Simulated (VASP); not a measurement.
# Ca (P6/mmm) in VASP: a series of runs

Runs on Ca. Level: PBEsol. Tasks: relaxation of cell and atoms, single point.

Everything below comes from runs of VASP 6.6.1. Logs are shortened: lines on timing, memory, paths and dates and some standing lists are left out, and cuts for length are marked.

### Step 1. The cell of the first run

The structure is hexagonal, space group P6/mmm (No. 191). Conventional cell: a = 3.674 Å, b = 3.674 Å, c = 3.418 Å, α = 90.00°, β = 90.00°, γ = 120.00°. Ca (site symmetry 6/mmm) has 8 Ca at 3.42 to 3.67 Å within 4.5 Å.

### Step 2. Relaxation of cell and atoms, PBEsol, target pressure 0.35 GPa, at which the enthalpy is minimised

The input, INCAR:

```
ALGO     = Normal         # electronic algorithm
EDIFF    = 1E-6           # SCF threshold, eV
EDIFFG   = -0.005         # ionic threshold
ENCUT    = 600            # plane-wave cutoff, eV
GGA      = PS             # functional
IBRION   = 2              # ionic algorithm
ISIF     = 3              # what is computed and relaxed
ISMEAR   = -1             # smearing method
LASPH    = T              # aspherical terms in the spheres
LCHARG   = F              # write CHGCAR
LREAL    = F              # projectors in reciprocal space
LWAVE    = F              # write WAVECAR
NELM     = 80             # most SCF steps
NSW      = 32             # ionic steps
PREC     = Accurate       # precision mode
PSTRESS  = 3.5          
SIGMA    = 0.08           # smearing width, eV
```

The input, KPOINTS:

```
k-points
0
Gamma
  12 12 11
```

The input, POSCAR:

```
Ca
1.0
    3.6744248948      0.0000000000      0.0000000000
   -1.8372124474      3.1821453032      0.0000000000
    0.0000000000      0.0000000000      3.4181251275
Ca
1
Direct
    0.0000000000      0.0000000000      0.0000000000
```

Potentials or basis: VASP PAW PBE potentials, release 64 (Ca_sv).

Started as:

```bash
> cat potpaw_PBE.64/Ca_sv/POTCAR > POTCAR
> mpirun -np 1 vasp_std > vasp.out
```

OUTCAR:

```text
EDIFF = 1E-6
   EDIFFG = -0.005
   ENCUT = 600
   GGA = PS
   IBRION = 2
   ISIF = 3
   ISMEAR = -1
   LASPH = T
   LREAL = F
   NELM = 80
   NSW = 32
   PREC = Accurate
   PSTRESS = 3.5

 ion  position               nearest neighbor table
   1  0.000  0.000  0.000-

  LATTYP: Found a hexagonal cell.
 ALAT       =     3.6744248948
 C/A-ratio  =     0.9302476511

  Lattice vectors:

 A1 = (   3.6744248948,   0.0000000000,   0.0000000000)
 A2 = (  -1.8372124474,   3.1821453032,   0.0000000000)
 A3 = (   0.0000000000,   0.0000000000,   3.4181251275)

Analysis of symmetry for initial positions (statically):
=====================================================================
 Subroutine PRICEL returns:
 Original cell was already a primitive cell.

 Routine SETGRP: Setting up the symmetry group for a
 hexagonal supercell.

 Subroutine GETGRP returns: Found 24 space group operations
 (whereof 24 operations were pure point group operations)
 out of a pool of 24 trial point group operations.

The static configuration has the point symmetry D_6h.

Analysis of symmetry for dynamics (positions and initial velocities):
=====================================================================
 Subroutine PRICEL returns:
 Original cell was already a primitive cell.

 Routine SETGRP: Setting up the symmetry group for a
 hexagonal supercell.

 Subroutine GETGRP returns: Found 24 space group operations
 (whereof 24 operations were pure point group operations)
 out of a pool of 24 trial point group operations.

The dynamic configuration has the point symmetry D_6h.

 Subroutine INISYM returns: Found 24 space group operations
 (whereof 24 operations are pure point group operations),
 and found     1 'primitive' translations

----------------------------------------------------------------------------------------

                                     Primitive cell

  volume of cell :      39.9666

  direct lattice vectors                    reciprocal lattice vectors
     3.674424895  0.000000000  0.000000000     0.272151433  0.157126703  0.000000000
    -1.837212447  3.182145303  0.000000000     0.000000000  0.314253406  0.000000000
     0.000000000  0.000000000  3.418125128     0.000000000  0.000000000  0.292558044

  length of vectors
     3.674424895  3.674424895  3.418125128     0.314253406  0.314253406  0.292558044

  position of ions in fractional coordinates (direct lattice)
     0.000000000  0.000000000  0.000000000

  ion indices of the primitive-cell ions
   primitive index   ion index
                 1           1

----------------------------------------------------------------------------------------

 KPOINTS: k-points

Automatic generation of k-mesh.
 Grid dimensions read from file:
 generate k-points for:   12   12   11

 Generating k-lattice:

  Cartesian coordinates                     Fractional coordinates (reciprocal lattice)
     0.022679286  0.013093892  0.000000000     0.083333333  0.000000000  0.000000000
     0.000000000  0.026187784  0.000000000     0.000000000  0.083333333  0.000000000
     0.000000000  0.000000000  0.026596186     0.000000000  0.000000000  0.090909091

  Length of vectors
     0.026187784  0.026187784  0.026596186

  Shift w.r.t. Gamma in fractional coordinates (k-lattice)
     0.000000000  0.000000000  0.000000000

 Subroutine IBZKPT returns following result:
 ===========================================

 Found    114 irreducible k-points:

 Following reciprocal coordinates:
            Coordinates               Weight
  0.000000  0.000000  0.000000      1.000000
  0.083333  0.000000  0.000000      6.000000
  0.166667 -0.000000  0.000000      6.000000
  0.250000  0.000000  0.000000      6.000000
  0.333333  0.000000  0.000000      6.000000
  0.416667  0.000000  0.000000      6.000000
[... 16 lines left out ...]
  0.250000  0.000000  0.090909     12.000000
  0.333333  0.000000  0.090909     12.000000
 [... further k-points ...]
   k-points           NKPTS =    114   k-points in BZ     NKDIM =    114   number of bands    NBANDS=      9
   number of dos      NEDOS =    301   number of ions     NIONS =      1
   total plane-waves  NPLWV =  25200
   dimension x,y,z NGX =    30 NGY =   30 NGZ =   28
   dimension x,y,z NGXF=    60 NGYF=   60 NGZF=   56
   ions per type =               1
   NGX,Y,Z   is equivalent  to a cutoff of  13.57, 13.57, 13.62 a.u.
   NGXF,Y,Z  is equivalent  to a cutoff of  27.15, 27.15, 27.24 a.u.
 SYSTEM =  unknown system
   PREC   = accura    normal or accurate (medium, high low for compatibility)
   ISTART =      0    job   : 0-new  1-cont  2-samecut
   ICHARG =      2    charge: 1-file 2-atom 10-const
   ISPIN  =      1    spin polarized calculation?
   LNONCOLLINEAR =      F non collinear calculations
   LSORBIT =      F    spin-orbit coupling
   LASPH  =      T    aspherical Exc in radial PAW
   ENCUT  =  600.0 eV  44.10 Ry    6.64 a.u.   7.34  7.34  6.83*2*pi/ulx,y,z
   NELM   =     80;   NELMIN=  2; NELMDL= -5     # of ELM steps
   EDIFF  = 0.1E-05   stopping-criterion for ELM
   LREAL  =      F    real-space projection
   EDIFFG = -.5E-02   stopping-criterion for IOM
   NSW    =     32    number of steps for IOM
   IBRION =      2    ionic relax: 0-MD 1-quasi-New 2-CG
   NFREE  =      1    steps in history (QN), initial steepest desc. (CG)
   ISIF   =      3    stress and relaxation
   ISYM   =      2    0-nonsym 1-usesym 2-fastsym
   POTIM  = 0.5000    time-step for ionic-motion
   TEBEG  =    0.0;   TEEND  =   0.0 temperature during run
   PSTRESS=    3.5 pullay stress
   NELECT =      10.0000    total number of electrons
   NUPDOWN=      -1.0000    fix difference up-down
   EMIN   =  10.00;   EMAX   =-10.00  energy-range for DOS
   EFERMI =   0.00;   METHOD = LEGACY
   ISMEAR =    -1;   SIGMA  =   0.08  broadening in eV -4-tet -1-fermi 0-gaus
   EFERMI_NEDOS =   21; number of points for ismear=-14 and -15
   IALGO  =     38    algorithm
   IMIX   =      4    mixing-type and parameters
     AMIX     =   0.40;   BMIX     =  1.00
     AMIX_MAG =   1.60;   BMIX_MAG =  1.00
  volume/ion in A,a.u.               =      39.97       269.71
  Fermi-wavevector in a.u.,A,eV,Ry     =   1.031595  1.949431 14.479148  1.064187
  Thomas-Fermi vector in A             =   2.165750
   LORBIT       =      0    0 simple, 1 ext, 2 COOP (PROOUT), +10 PAW based schemes
   GGA     = PS    functional components
   LHFCALC =     F    Hartree Fock is set to
   AEXX    =    0.0000 exact exchange contribution
   IVDW    =     0    specifies the selected vdW correction
   LEPSILON=     F    determine dielectric tensor
   LRPA    =     F    only Hartree local field effects (RPA)
 conjugate gradient relaxation of ions
 non-spin polarized calculation
  energy-cutoff  :      600.00
  volume of cell :       39.97
 maximum number of plane-waves:      1360
 NGX is ok and might be reduce to    30
   NGX = 15   NGY = 15   NGZ = 13

--------------------------------------- Ionic step        1  -------------------------------------------

 number of electron      10.0000000 magnetization

 Free energy of the ion-electron system (eV)
  ---------------------------------------------------
  ext. energy  EPLUGINS =         0.00000000
  ---------------------------------------------------
  free energy    TOTEN  =        -1.91635078 eV

  energy without entropy =       -1.88923094  energy(sigma->0) =       -1.90279086

------------------------ aborting loop because EDIFF is reached ----------------------------------------

  FORCE on cell =-STRESS in cart. coord.  units (eV):
  Direction    XX          YY          ZZ          XY          YZ          ZX
  --------------------------------------------------------------------------------------
  -------------------------------------------------------------------------------------
  Total        0.0972449      0.0972449      0.0918247      0.0000000      0.0000000      0.0000000
  in kB        3.8983432      3.8983432      3.6810573      0.0000000      0.0000000      0.0000000
  external PRESSURE =       0.3259146 kB  Pullay stress =       3.5000000 kB
[... 207 lines left out ...]
  enthalpy is  TOTEN    =        -1.8290606497 eV   P V=        0.0875574779

--------------------------------------- Ionic step        7  -------------------------------------------

 number of electron      10.0000000 magnetization

 Free energy of the ion-electron system (eV)
  ---------------------------------------------------
  ext. energy  EPLUGINS =         0.00000000
  ---------------------------------------------------
  free energy    TOTEN  =        -1.91673262 eV

  energy without entropy =       -1.88950721  energy(sigma->0) =       -1.90311991

 E-fermi :   2.0052     XC(G=0):  -7.9601

 val. band max:        2.0016459812   @ k =   0.4167   0.1667   0.4545
 cond. band min:       2.0274346921   @ k =   0.1667   0.0833   0.4545
 fundamental gap:      0.0257887110
 Fermi energy:         2.0051625613

 k-point     1 :       0.0000    0.0000    0.0000
  band No.  band energies     occupation
      1     -39.7863      2.00000
      2     -20.7588      2.00000
      3     -20.7588      2.00000
      4     -20.7302      2.00000
      5      -1.9956      2.00000
      6       2.9383      0.00002
      7       4.3877      0.00000
      8       4.3877      0.00000
      9       6.4327      0.00000
[... 265 lines left out ...]
 k-point    24 :       0.3333    0.0000    0.0909
  band No.  band energies     occupation
      1     -39.7686      2.00000
      2     -20.9081      2.00000
      3     -20.7923      2.00000
      4     -20.7356      2.00000
      5      -0.1381      2.00000
      6       2.8404      0.00006
      7       3.3548      0.00000
      8       5.2922      0.00000
      9       5.7102      0.00000

 [... further k-points ...]

------------------------ aborting loop because EDIFF is reached ----------------------------------------

  FORCE on cell =-STRESS in cart. coord.  units (eV):
  Direction    XX          YY          ZZ          XY          YZ          ZX
  --------------------------------------------------------------------------------------
  -------------------------------------------------------------------------------------
  Total        0.0850463      0.0850463      0.0872327      0.0000000     -0.0000000      0.0000000
  in kB        3.3952082      3.3952082      3.4824911      0.0000000     -0.0000000      0.0000000
  external PRESSURE =      -0.0756975 kB  Pullay stress =       3.5000000 kB
[... 16 lines left out ...]
  FREE ENERGIE OF THE ION-ELECTRON SYSTEM (eV)
  ---------------------------------------------------
  free  energy   TOTEN  =        -1.9167326190 eV

  energy  without entropy=       -1.8895072081  energy(sigma->0) =       -1.90311991

  enthalpy is  TOTEN    =        -1.8290613674 eV   P V=        0.0876712516

 reached required accuracy - stopping structural energy minimisation
```

Run time: 89 s. Hardware: 1 thread of AMD EPYC 7R43 (Zen 3), shared host; peak memory 0.18 GiB.

Results:

```yaml
Free_energy: -1.9167 eV
Relaxed_volume: 40.13 Å³/atom
Relaxed_cell: a = 3.680 Å, b = 3.680 Å, c = 3.423 Å, α = 90.00°, β = 90.00°, γ = 120.00°
Space_group_after_relaxing_to_0.05_Å: P6/mmm (No. 191)
Energy_change_on_relaxing_the_enthalpy_is_what_falls: -0.4 meV/atom
Ionic_steps: 7
Pressure_after_relaxing: 0.3 GPa
Band_gap_on_the_k_mesh: zero (band 5 reaches 2.63 eV, above the bottom of band 6 at 1.75 eV)
```

Step by step:
| step | energy change (eV) | largest force (eV/Å) | pressure (GPa) | volume (Å³) |
| --- | --- | --- | --- | --- |
| 1 | 0.0000 | 0.0000 | 0.38 | 39.97 |
| 2 | -0.0001 | 0.0000 | 0.39 | 40.01 |
| 3 | -0.0004 | 0.0000 | 0.32 | 40.15 |
| 4 | -0.0003 | 0.0000 | 0.35 | 40.08 |
| 5 | -0.0003 | 0.0000 | 0.36 | 40.08 |
| 6 | -0.0003 | 0.0000 | 0.37 | 40.08 |
| 7 | -0.0004 | 0.0000 | 0.34 | 40.13 |

Final structure:
```
CELL_PARAMETERS angstrom
3.67969 0.00000 0.00000
-1.83985 3.18671 0.00000
0.00000 0.00000 3.42252
ATOMIC_POSITIONS crystal
Ca 0.00000 0.00000 0.00000
```

Caveat: the cell is relaxed towards a set pressure, so the enthalpy falls and the energy may rise; the PAW data sets were made with another functional, which shifts forces and pressure a little.

### Step 3. Relaxation of cell and atoms, PBEsol, target pressure 0.35 GPa, at which the enthalpy is minimised

This run uses another cell than the first one, of 41.36 Å³/atom, 1.035 times its volume.

The input, INCAR:

```
SYSTEM = Ca
ALGO = Normal ; EDIFF = 1E-7
EDIFFG = -0.005 ; ENCUT = 600
GGA = PS ; IBRION = 2
ISIF = 3 ; ISMEAR = -1
LASPH = .TRUE. ; LCHARG = .FALSE.
LREAL = .FALSE. ; LWAVE = .FALSE.
NELM = 60 ; NSW = 60
PREC = Accurate ; PSTRESS = 3.5
SIGMA = 0.08
```

The input, KPOINTS:

```
k-points
0
G
  12 12 11
  0 0 0
```

The input, POSCAR:

```
Ca
1.0
    3.7038095572      0.0000000000      0.0000000000
   -1.8519047786      3.2075931673      0.0000000000
    0.0000000000      0.0000000000      3.4815809838
Ca
1
Direct
    0.0000000000      0.0000000000      0.0000000000
```

Potentials or basis: VASP PAW PBE potentials, release 64 (Ca_sv).

Started as:

```bash
> cat potpaw_PBE.64/Ca_sv/POTCAR > POTCAR
> mpirun -np 1 vasp_std > vasp.out
```

Wall time 1.8 min (1 thread of AMD EPYC 7R43 (Zen 3), shared host); peak memory 0.18 GiB.

Results (log left out):

```yaml
Free_energy: -1.9168 eV
Relaxed_volume: 40.10 Å³/atom
Relaxed_cell: a = 3.679 Å, b = 3.679 Å, c = 3.422 Å, α = 90.00°, β = 90.00°, γ = 120.00°
Space_group_after_relaxing_to_0.05_Å: P6/mmm (No. 191)
Energy_change_on_relaxing_the_enthalpy_is_what_falls: +0.7 meV/atom
Ionic_steps: 5
Pressure_after_relaxing: 0.3 GPa
Band_gap_on_the_k_mesh: zero (band 5 reaches 2.64 eV, above the bottom of band 6 at 1.75 eV)
```

Step by step:
```
step  energy change (eV)  largest force (eV/Å)  pressure (GPa)  volume (Å³)
   1              0.0000                0.0000           -0.05        41.36
   2             -0.0002                0.0000            0.14        40.75
   3              0.0006                0.0000            0.32        40.19
   4              0.0006                0.0000            0.33        40.15
   5              0.0007                0.0000            0.35        40.10
```

Final structure:
```xyz
1
Lattice="3.6786 0.0000 0.0000 -1.8393 3.1858 0.0000 0.0000 0.0000 3.4221" Properties=species:S:1:pos:R:3 pbc="T T T"
Ca   -1.8393    3.1858    0.0000
```

Levels at points of the mesh, in eV from the Fermi level:
```csv
k point,band 3,band 4,band 5,band 6,band 7,band 8
"(0.00, 0.00, 0.00)",-22.76,-22.73,-4.00,0.93,2.38,2.38
"(0.50, 0.00, 0.00)",-22.81,-22.71,-0.96,-0.11,1.14,3.22
```

Caveat: the cell is relaxed towards a set pressure, so the enthalpy falls and the energy may rise; the PAW data sets were made with another functional, which shifts forces and pressure a little.

### Step 4. Single point, PBEsol

The input, INCAR:

```
SYSTEM = Ca
  PREC = Accurate
  ENCUT = 520
  EDIFF = 1E-6
  ISMEAR = -1
  SIGMA = 0.08
  LREAL = .FALSE.
  LASPH = .TRUE.
  NELM = 100
  ALGO = Normal
  ISIF = 2
  LWAVE = .FALSE.
  LCHARG = .FALSE.
  GGA = PS
  NBANDS = 11
```

The input, KPOINTS:

```
Automatic mesh
0
G
  12 12 11
  0 0 0
```

The input, POSCAR:

```
Ca
1.0
    3.6744248948      0.0000000000      0.0000000000
   -1.8372124474      3.1821453032      0.0000000000
    0.0000000000      0.0000000000      3.4181251275
Ca
1
Direct
    0.0000000000      0.0000000000      0.0000000000
```

Started as:

```bash
> cat potpaw_PBE.64/Ca_sv/POTCAR > POTCAR
> mpirun -np 1 vasp_std > vasp.out
```

Wall time 36 s (1 thread of Intel Xeon Platinum 8375C at 2.90GHz (Ice Lake), shared host); peak memory 0.18 GiB.

It converged, with:

```yaml
Free_energy: -1.9162 eV
Pressure: 0.4 GPa
Band_gap_on_the_k_mesh: zero (band 5 reaches 2.65 eV, above the bottom of band 6 at 1.77 eV)
```

Levels at points of the mesh, in eV from the Fermi level:
| k point | band 1 | band 2 | band 3 | band 4 | band 5 | band 6 | band 7 | band 8 | band 9 | band 10 |
| --- | --- | --- | --- | --- | --- | --- | --- | --- | --- | --- |
| (0.00, 0.00, 0.00) | -41.78 | -22.75 | -22.75 | -22.72 | -4.01 | 0.93 | 2.39 | 2.39 | 4.44 | 4.44 |
| (0.50, 0.00, 0.00) | -41.76 | -22.96 | -22.80 | -22.70 | -0.96 | -0.11 | 1.15 | 3.22 | 4.21 | 4.50 |

Caveat: the PAW data sets were made with another functional, which shifts forces and pressure a little.

### Step 5. Single point, PBEsol

The input, INCAR:

```
ALGO     = Normal         # electronic algorithm
EDIFF    = 1E-6           # SCF threshold, eV
ENCUT    = 520            # plane-wave cutoff, eV
GGA      = PS             # functional
ISIF     = 2              # what is computed and relaxed
ISMEAR   = -1             # smearing method
LASPH    = True           # aspherical terms in the spheres
LCHARG   = False          # write CHGCAR
LREAL    = False          # projectors in reciprocal space
LWAVE    = False          # write WAVECAR
NBANDS   = 11             # bands
NELM     = 60             # most SCF steps
PREC     = Accurate       # precision mode
SIGMA    = 0.08           # smearing width, eV
```

The input, KPOINTS:

```
k-points
0
Gamma
  12 12 11
```

POSCAR is that of step 4.

Started as:

```bash
> cat potpaw_PBE.64/Ca_sv/POTCAR > POTCAR
> mpirun -np 1 vasp_std > vasp.out
```

It took 33 s on 1 thread of Intel Xeon Platinum 8375C at 2.90GHz (Ice Lake), shared host; peak memory 0.18 GiB.

Results (log left out):

* Free energy: -1.9162 eV
* Pressure: 0.4 GPa
* Band gap on the k mesh: zero (band 5 reaches 2.65 eV, above the bottom of band 6 at 1.77 eV)

Levels at points of the mesh, in eV from the Fermi level:
| k point | band 2 | band 3 | band 4 | band 5 | band 6 | band 7 | band 8 | band 9 |
| --- | --- | --- | --- | --- | --- | --- | --- | --- |
| (0.00, 0.00, 0.00) | -22.75 | -22.75 | -22.72 | -4.01 | 0.93 | 2.39 | 2.39 | 4.44 |
| (0.50, 0.00, 0.00) | -22.96 | -22.80 | -22.70 | -0.96 | -0.11 | 1.15 | 3.22 | 4.21 |

Caveat: the PAW data sets were made with another functional, which shifts forces and pressure a little.

### Step 6. Summary

| task | cell | cutoff (eV) | gap on the mesh (eV) | pressure (GPa) |
| --- | --- | --- | --- | --- |
| relaxation of cell and atoms | relaxed to 0.35 GPa from a = 3.674, b = 3.674, c = 3.418 Å, angles 90.0, 90.0, 120.0°, 1 atom | 600 | none | 0.3 |
| relaxation of cell and atoms | relaxed to 0.35 GPa from a = 3.704, b = 3.704, c = 3.482 Å, angles 90.0, 90.0, 120.0°, 1 atom | 600 | none | 0.3 |
| single point | a = 3.674, b = 3.674, c = 3.418 Å, angles 90.0, 90.0, 120.0°, 1 atom | 520 | none | 0.4 |

Alike in all rows: level PBEsol; potentials or basis VASP PAW PBE potentials, release 64 (Ca_sv); no spin polarisation; k mesh 12 × 12 × 11; smearing fermi-dirac 0.08 eV.

Caveats: the PAW data sets were made with another functional, which shifts forces and pressure a little; the cell is relaxed towards a set pressure, so the enthalpy falls and the energy may rise (some runs).

Total energies depend on the potentials used, so only differences within one code and one set of settings carry meaning.
